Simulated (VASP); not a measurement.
# Ga: single point with PBEsol

The system is Ga.

```
Ga
1.0
     2.66095    0.00000    0.00000
     0.00000    2.66095    0.00000
     0.00000    0.00000    2.66095
Ga
1
Direct
  0.00000 0.00000 0.00000
```

* Program: VASP 6.6.1
* Task: single point
* Functional: PBEsol
* Potentials or basis: VASP PAW PBE potentials, release 64 (Ga_d)
* Cutoff: 520 eV
* k mesh: 14 × 14 × 14
* Occupations: fermi-dirac, width 0.1 eV
* Spin: no spin polarisation
* Dipole correction: no
* Further INCAR settings: ALGO = Normal; EDIFF = 1e-06; NBANDS = 12

| Property | Result |
| --- | --- |
| Pressure | -0.1 GPa |

Levels at points of the mesh, in eV from the Fermi level:
```tsv
k point	band 4	band 5	band 6	band 7	band 8	band 9
(0.00, 0.00, 0.00)	-14.53	-14.53	-10.99	9.38	9.38	9.38
(0.50, 0.00, 0.00)	-14.70	-14.52	-6.29	-4.40	13.08	13.08
(0.50, 0.50, 0.00)	-14.67	-14.38	-1.39	-0.74	-0.74	4.21
(0.50, 0.50, 0.50)	-14.37	-14.37	2.77	2.77	2.77	4.54
```

Wall time 5.9 s on 1 thread of Intel(R) Xeon(R) 6975P-C (Granite Rapids) (shared host), peak memory 0.14 GiB.

Caveat: the PAW data sets were made with another functional, which shifts forces and pressure a little.
